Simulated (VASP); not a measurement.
# V (P6_3/mmc) in VASP: notebook

V is run at these levels: RPBE, PBE; tasks: single point.

Everything below comes from runs of VASP 6.6.1. Logs are shortened: lines on timing, memory, paths and dates and some standing lists are left out, and cuts for length are marked.

### Step 1. The cell of the first run

It takes space group P6_3/mmc (No. 194, hexagonal). The conventional cell has a = 2.604 Å, b = 2.604 Å, c = 4.723 Å, α = 90.00°, β = 90.00°, γ = 120.00°. Within 3.4 Å of V (site symmetry -6m2) lie 12 V at 2.60 to 2.80 Å.

This isn't the form of V at room conditions, which is bcc.

### Step 2. Single point, RPBE, collinear spin, ferromagnetic start

Input file INCAR:

```
SYSTEM = V
  ALGO = Normal
  EDIFF = 1E-7
  ENCUT = 520
  GGA = RP
  ISIF = 2
  ISMEAR = 0
  ISPIN = 2
  LASPH = .TRUE.
  LCHARG = .FALSE.
  LMAXMIX = 4
  LORBIT = 11
  LREAL = .FALSE.
  LWAVE = .FALSE.
  MAGMOM = 2 2
  NBANDS = 24
  NELM = 150
  PREC = Accurate
  SIGMA = 0.1
```

Input file KPOINTS:

```
k-points
0
G
  12 12 6
  0 0 0
```

Input file POSCAR:

```
V
1.0
    2.6042941027      0.0000000000      0.0000000000
   -1.3021470513      2.2553848518      0.0000000000
    0.0000000000      0.0000000000      4.7233360000
V
2
Direct
    0.3333333333      0.6666666667      0.2500000000
    0.6666666667      0.3333333333      0.7500000000
```

Potentials or basis: VASP PAW PBE potentials, release 64 (V_sv).

Command:

```
$ cat potpaw_PBE.64/V_sv/POTCAR > POTCAR
$ mpirun -np 1 vasp_std > vasp.out
```

OUTCAR:

```text
SYSTEM = V
   EDIFF = 1E-7
   ENCUT = 520
   GGA = RP
   ISIF = 2
   ISMEAR = 0
   ISPIN = 2
   LASPH = .TRUE.
   LORBIT = 11
   LREAL = .FALSE.
   NELM = 150
   PREC = Accurate

 ion  position               nearest neighbor table
   1  0.333  0.667  0.250-   2 2.80   2 2.80   2 2.80   2 2.80   2 2.80   2 2.80
   2  0.667  0.333  0.750-   1 2.80   1 2.80   1 2.80   1 2.80   1 2.80   1 2.80

  LATTYP: Found a hexagonal cell.
 ALAT       =     2.6042941027
 C/A-ratio  =     1.8136722712

  Lattice vectors:

 A1 = (   2.6042941027,   0.0000000000,   0.0000000000)
 A2 = (  -1.3021470513,   2.2553848518,   0.0000000000)
 A3 = (   0.0000000000,   0.0000000000,   4.7233360000)

Analysis of symmetry for initial positions (statically):
=====================================================================
 Subroutine PRICEL returns:
 Original cell was already a primitive cell.

 Routine SETGRP: Setting up the symmetry group for a
 hexagonal supercell.

 Subroutine GETGRP returns: Found 24 space group operations
 (whereof 12 operations were pure point group operations)
 out of a pool of 24 trial point group operations.

The static configuration has the point symmetry D_3d.
 The point group associated with its full space group is D_6h.

Analysis of symmetry for dynamics (positions and initial velocities):
=====================================================================
 Subroutine PRICEL returns:
 Original cell was already a primitive cell.

 Routine SETGRP: Setting up the symmetry group for a
 hexagonal supercell.

 Subroutine GETGRP returns: Found 24 space group operations
 (whereof 12 operations were pure point group operations)
 out of a pool of 24 trial point group operations.

The dynamic configuration has the point symmetry D_3d.
 The point group associated with its full space group is D_6h.

Analysis of structural, dynamic, and magnetic symmetry:
=====================================================================
 Subroutine PRICEL returns:
 Original cell was already a primitive cell.

 Routine SETGRP: Setting up the symmetry group for a
 hexagonal supercell.

 Subroutine GETGRP returns: Found 24 space group operations
 (whereof 12 operations were pure point group operations)
 out of a pool of 24 trial point group operations.

The overall configuration has the point symmetry D_3d.
 The point group associated with its full space group is D_6h.

 Subroutine INISYM returns: Found 24 space group operations
[... 118 lines left out ...]
  volume/ion in A,a.u.               =      13.87        93.61
  Fermi-wavevector in a.u.,A,eV,Ry     =   1.602062  3.027459 34.920768  2.566604
  Thomas-Fermi vector in A             =   2.698942
   LORBIT       =     11    0 simple, 1 ext, 2 COOP (PROOUT), +10 PAW based schemes
   GGA     = RP    functional components
   LHFCALC =     F    Hartree Fock is set to
   AEXX    =    0.0000 exact exchange contribution
   IVDW    =     0    specifies the selected vdW correction
   LEPSILON=     F    determine dielectric tensor
   LRPA    =     F    only Hartree local field effects (RPA)
 spin polarized calculation
 Gauss-broadening in eV      SIGMA  =   0.10
  energy-cutoff  :      520.00
  volume of cell :       27.74
 maximum number of plane-waves:       771
 NGX is ok and might be reduce to    20
   NGX =  9   NGY =  9   NGZ = 17

 number of electron      26.0000014 magnetization       0.0011101

 Free energy of the ion-electron system (eV)
  ---------------------------------------------------
  ext. energy  EPLUGINS =         0.00000000
  ---------------------------------------------------
  free energy    TOTEN  =       -16.53314701 eV

  energy without entropy =      -16.51825882  energy(sigma->0) =      -16.52570291

 E-fermi :   9.8121     XC(G=0): -12.6081

 val. band max:        9.7989775564   @ k =   0.1667  -0.0000   0.0000
 cond. band min:       9.8219018878   @ k =   0.3333   0.1667   0.5000
 fundamental gap:      0.0229243313
 Fermi energy:         9.8121001033

 spin component 1

 k-point     1 :       0.0000    0.0000    0.0000
  band No.  band energies     occupation
      1     -54.3526      1.00000
      2     -54.2471      1.00000
      3     -28.3790      1.00000
      4     -27.7518      1.00000
      5     -27.6137      1.00000
      6     -27.6137      1.00000
[... 637 lines left out ...]
     23      24.7075      0.00000
     24      26.8951      0.00000

 [... further k-points ...]

 spin component 2

 k-point     1 :       0.0000    0.0000    0.0000
  band No.  band energies     occupation
      1     -54.3523      1.00000
      2     -54.2468      1.00000
      3     -28.3786      1.00000
      4     -27.7514      1.00000
      5     -27.6134      1.00000
      6     -27.6134      1.00000
[... 637 lines left out ...]
     23      24.7079      0.00000
     24      26.8954      0.00000

 [... further k-points ...]

------------------------ aborting loop because EDIFF is reached ----------------------------------------

  FORCE on cell =-STRESS in cart. coord.  units (eV):
  Direction    XX          YY          ZZ          XY          YZ          ZX
  --------------------------------------------------------------------------------------
  -------------------------------------------------------------------------------------
  Total        0.7542852      0.7542852      0.4351497      0.0000000      0.0000000      0.0000000
  in kB       43.5598775     43.5598775     25.1298389      0.0000000      0.0000000      0.0000000
  external PRESSURE =      37.4165313 kB  Pullay stress =       0.0000000 kB

 VOLUME and BASIS-vectors are now :
 -----------------------------------------------------------------------------
  energy-cutoff  :      520.00
  volume of cell :       27.74
      direct lattice vectors                 reciprocal lattice vectors
     2.604294103  0.000000000  0.000000000     0.383981210  0.221691655  0.000000000
    -1.302147051  2.255384852  0.000000000     0.000000000  0.443383310  0.000000000
     0.000000000  0.000000000  4.723336000     0.000000000  0.000000000  0.211714771

 POSITION                                       TOTAL-FORCE (eV/Angst)
 -----------------------------------------------------------------------------------
     -0.00000      1.50359      1.18083        -0.000000      0.000000      0.000000
      1.30215      0.75179      3.54250         0.000000     -0.000000      0.000000
 -----------------------------------------------------------------------------------
    total drift:                                0.000000     -0.000000      0.000000

  FREE ENERGIE OF THE ION-ELECTRON SYSTEM (eV)
  ---------------------------------------------------
  free  energy   TOTEN  =       -16.5331470070 eV

  energy  without entropy=      -16.5182588151  energy(sigma->0) =      -16.52570291

 total charge

# of ion       s       p       d       tot
------------------------------------------
    1        2.341   6.209   3.069  11.620
    2        2.341   6.209   3.069  11.620
--------------------------------------------------
tot          4.683  12.419   6.138  23.240

 magnetization (x)

# of ion       s       p       d       tot
------------------------------------------
    1        0.000   0.000   0.000   0.000
    2        0.000   0.000   0.000   0.000
--------------------------------------------------
tot          0.000   0.000   0.000   0.001
```

stdout:

```text
POSCAR found type information on POSCAR V
 POSCAR found :  1 types and       2 ions
 scaLAPACK will be used
 -----------------------------------------------------------------------------
|                                                                             |
|                                                                             |
|     You enforced a specific xc type in the INCAR file but a different       |
|     I HOPE YOU KNOW WHAT YOU ARE DOING!                                     |
|                                                                             |
 -----------------------------------------------------------------------------

 LDA part: xc-table for (Slater+PW92), standard interpolation
 POSCAR, INCAR and KPOINTS ok, starting setup
 FFT: planning ... GRIDC
 FFT: planning ... GRID_SOFT
 FFT: planning ... GRID
 WAVECAR not read
 entering main loop
```

Wall time 69 s (1 thread of Intel Xeon Platinum 8488C (Sapphire Rapids), shared host); peak memory 0.19 GiB.

Results:

| Property | Result |
| --- | --- |
| Free energy | -16.5331 eV |
| Pressure | 3.7 GPa |
| Band gap on the k mesh | zero (filled and empty bands overlap) |
| Net moment | 0.00 μB per cell |
| Valence electrons inside the program's atomic spheres | V 11.62 |

Stress tensor (GPa, compression positive):
```
4.36 0.00 0.00
0.00 4.36 0.00
0.00 0.00 2.51
```

Levels at points of the mesh, in eV from the Fermi level:
Spin up:
| k point | band 10 | band 11 | band 12 | band 13 | band 14 | band 15 | band 16 | band 17 |
| --- | --- | --- | --- | --- | --- | --- | --- | --- |
| (0.00, 0.00, 0.00) | -3.44 | -0.58 | -0.27 | 0.34 | 0.34 | 0.65 | 0.65 | 1.85 |
| (0.50, 0.00, 0.00) | -2.85 | -2.70 | -0.35 | -0.21 | 0.30 | 0.64 | 2.96 | 3.50 |
| (0.00, 0.00, 0.50) | -5.10 | -1.03 | -1.03 | 0.37 | 0.37 | 0.37 | 0.37 | 2.51 |
| (0.50, 0.00, 0.50) | -3.24 | -1.79 | -1.79 | 1.60 | 1.60 | 1.66 | 1.66 | 3.56 |
Spin down:
```
           k point  band 10  band 11  band 12  band 13  band 14  band 15  band 16  band 17
(0.00, 0.00, 0.00)    -3.44    -0.58    -0.27     0.34     0.34     0.65     0.65     1.85
(0.50, 0.00, 0.00)    -2.84    -2.70    -0.35    -0.21     0.30     0.64     2.96     3.50
(0.00, 0.00, 0.50)    -5.10    -1.03    -1.03     0.37     0.37     0.37     0.37     2.51
(0.50, 0.00, 0.50)    -3.24    -1.79    -1.79     1.60     1.60     1.66     1.66     3.56
```

Caveat: the cell stands under pressure; the PAW data sets were made with another functional, which shifts forces and pressure a little.

### Step 3. Single point, PBE, collinear spin, ferromagnetic start

Input file INCAR:

```
ALGO     = Normal         # electronic algorithm
EDIFF    = 1E-6           # SCF threshold, eV
ENCUT    = 520            # plane-wave cutoff, eV
GGA      = PE             # functional
ISIF     = 2              # what is computed and relaxed
ISMEAR   = 0              # smearing method
ISPIN    = 2              # spin polarisation
LASPH    = True           # aspherical terms in the spheres
LCHARG   = True           # write CHGCAR
LELF     = True           # ELF
LMAXMIX  = 4              # l up to which the mixer works
LORBIT   = 11             # projections on sites
LREAL    = False          # projectors in reciprocal space
LVHAR    = True         
LWAVE    = False          # write WAVECAR
MAGMOM   = 2 2            # initial moments
NBANDS   = 24             # bands
NELM     = 150            # most SCF steps
PREC     = Accurate       # precision mode
SIGMA    = 0.1            # smearing width, eV
```

Input file KPOINTS:

```
k-points
0
Gamma
  12 12 6
```

POSCAR is that of step 2.

Potentials or basis: VASP PAW PBE potentials, release 64 (V_sv).

Command:

```
$ cat potpaw_PBE.64/V_sv/POTCAR > POTCAR
$ mpirun -np 1 vasp_std > vasp.out
```

OUTCAR:

```text
EDIFF = 1E-6
   ENCUT = 520
   GGA = PE
   ISIF = 2
   ISMEAR = 0
   ISPIN = 2
   LASPH = True
   LORBIT = 11
   LREAL = False
   NELM = 150
   PREC = Accurate

 ion  position               nearest neighbor table
   1  0.333  0.667  0.250-   2 2.80   2 2.80   2 2.80   2 2.80   2 2.80   2 2.80
   2  0.667  0.333  0.750-   1 2.80   1 2.80   1 2.80   1 2.80   1 2.80   1 2.80

  LATTYP: Found a hexagonal cell.
 ALAT       =     2.6042941027
 C/A-ratio  =     1.8136722712

  Lattice vectors:

 A1 = (   2.6042941027,   0.0000000000,   0.0000000000)
 A2 = (  -1.3021470513,   2.2553848518,   0.0000000000)
 A3 = (   0.0000000000,   0.0000000000,   4.7233360000)
[... 1515 lines left out ...]

 VOLUME and BASIS-vectors are now :
 -----------------------------------------------------------------------------
  energy-cutoff  :      520.00
  volume of cell :       27.74
      direct lattice vectors                 reciprocal lattice vectors
     2.604294103  0.000000000  0.000000000     0.383981210  0.221691655  0.000000000
    -1.302147051  2.255384852  0.000000000     0.000000000  0.443383310  0.000000000
     0.000000000  0.000000000  4.723336000     0.000000000  0.000000000  0.211714771

 POSITION                                       TOTAL-FORCE (eV/Angst)
 -----------------------------------------------------------------------------------
     -0.00000      1.50359      1.18083        -0.000000     -0.000000      0.000000
      1.30215      0.75179      3.54250         0.000000      0.000000      0.000000
 -----------------------------------------------------------------------------------
    total drift:                                0.000000     -0.000000      0.000000

  FREE ENERGIE OF THE ION-ELECTRON SYSTEM (eV)
  ---------------------------------------------------
  free  energy   TOTEN  =       -17.4918433130 eV

  energy  without entropy=      -17.4771685511  energy(sigma->0) =      -17.48450593

 total charge

# of ion       s       p       d       tot
------------------------------------------
    1        2.343   6.208   3.077  11.628
    2        2.343   6.208   3.077  11.628
--------------------------------------------------
tot          4.686  12.416   6.154  23.257

 magnetization (x)

# of ion       s       p       d       tot
------------------------------------------
    1       -0.000  -0.000  -0.000  -0.000
    2       -0.000  -0.000  -0.000  -0.000
--------------------------------------------------
tot         -0.000  -0.000  -0.000  -0.000
```

OSZICAR:

```text
N       E                     dE             d eps       ncg     rms          rms(c)
DAV:   1     0.316934657679E+03    0.31693E+03   -0.15712E+04  7296   0.127E+03
DAV:   2    -0.104866939018E+02   -0.32742E+03   -0.31771E+03  7472   0.420E+02
DAV:   3    -0.190287768065E+02   -0.85421E+01   -0.85123E+01  8536   0.805E+01
DAV:   4    -0.190849328141E+02   -0.56156E-01   -0.56154E-01  8040   0.695E+00
DAV:   5    -0.190857309602E+02   -0.79815E-03   -0.79814E-03  8584   0.758E-01    0.260E+01
DAV:   6    -0.172322242245E+02    0.18535E+01   -0.62954E+00  8048   0.267E+01    0.436E+00
DAV:   7    -0.174332581585E+02   -0.20103E+00   -0.36340E-01  8160   0.562E+00    0.429E+00
DAV:   8    -0.174636324842E+02   -0.30374E-01   -0.14586E-02  7760   0.113E+00    0.161E+00
DAV:   9    -0.174825296609E+02   -0.18897E-01   -0.73918E-03  8040   0.659E-01    0.748E-01
DAV:  10    -0.174915660804E+02   -0.90364E-02   -0.90231E-03  8168   0.620E-01    0.822E-02
DAV:  11    -0.174918356140E+02   -0.26953E-03   -0.38976E-04  7816   0.185E-01    0.481E-02
DAV:  12    -0.174918416078E+02   -0.59938E-05   -0.25040E-05  8248   0.479E-02    0.202E-02
DAV:  13    -0.174918436423E+02   -0.20346E-05   -0.31046E-06  6824   0.167E-02    0.846E-03
DAV:  14    -0.174918433130E+02    0.32936E-06   -0.27883E-07  4200   0.541E-03
   1 F= -.17491843E+02 E0= -.17484506E+02  d E =-.146748E-01  mag=    -0.0005
```

stdout:

```text
POSCAR found type information on POSCAR V
 POSCAR found :  1 types and       2 ions
 scaLAPACK will be used
 LDA part: xc-table for (Slater+PW92), standard interpolation
 POSCAR, INCAR and KPOINTS ok, starting setup
 FFT: planning ... GRIDC
 FFT: planning ... GRID_SOFT
 FFT: planning ... GRID
 WAVECAR not read
 entering main loop
```

It took 69 s on 1 thread of Intel Xeon Platinum 8488C (Sapphire Rapids), shared host; peak memory 0.19 GiB.

Results:

```
Free energy                                           : -17.4918 eV
Pressure                                              : -0.4 GPa
Band gap on the k mesh                                : zero (filled and empty bands overlap)
Net moment                                            : 0.00 μB per cell
Valence electrons inside the program's atomic spheres : V 11.63
```

(Continued in part 2 of 2.)
